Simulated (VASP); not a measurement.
A run of VASP 6.6.1:

The input INCAR:

```
SYSTEM = Cr2O3
PREC = Accurate ; ENCUT = 520
EDIFF = 1E-6 ; ISMEAR = 0
SIGMA = 0.02 ; LREAL = .False.
LASPH = .True. ; NELM = 150
ALGO = Normal ; ISIF = 2
LWAVE = .False. ; LCHARG = .True.
ISPIN = 2 ; MAGMOM = 3 3 3 3 0 0 0 0 0 0
LORBIT = 11 ; LMAXMIX = 4
GGA = PE ; LELF = .True.
LVHAR = .True. ; NBANDS = 57
```

Contents of KPOINTS:

```
Automatic mesh
0
Gamma
  4 4 4
  0 0 0
```

The input POSCAR:

```
Cr2O3
1.0
    2.4789991400      1.4312508200      4.5300000000
   -2.4789991400      1.4312508200      4.5300000000
    0.0000000000     -2.8625016500      4.5300000000
Cr O
4 6
Direct
    0.3518000000      0.3518000000      0.3518000000
    0.1482000000      0.1482000000      0.1482000000
    0.6482000000      0.6482000000      0.6482000000
    0.8518000000      0.8518000000      0.8518000000
    0.5694000000      0.9306000000      0.2500000000
    0.2500000000      0.5694000000      0.9306000000
    0.9306000000      0.2500000000      0.5694000000
    0.4306000000      0.0694000000      0.7500000000
    0.7500000000      0.4306000000      0.0694000000
    0.0694000000      0.7500000000      0.4306000000
```

Potentials or basis: VASP PAW PBE potentials, release 64 (Cr_pv, O).

Run with:

```bash
$ cat potpaw_PBE.64/Cr_pv/POTCAR potpaw_PBE.64/O/POTCAR > POTCAR
$ mpirun -np 1 vasp_std > vasp.out
```

Hardware: 1 thread of AMD EPYC 7R43 64-Core Processor (Zen 3), with other jobs on the host.

**Question.** Estimate the wall time of this run.

**Answer.** It took 2.8 min on 1 thread of AMD EPYC 7R43 64-Core Processor (Zen 3), with other jobs on the host, peak memory 0.29 GiB. Counts: scf iterations 15, k points 13.
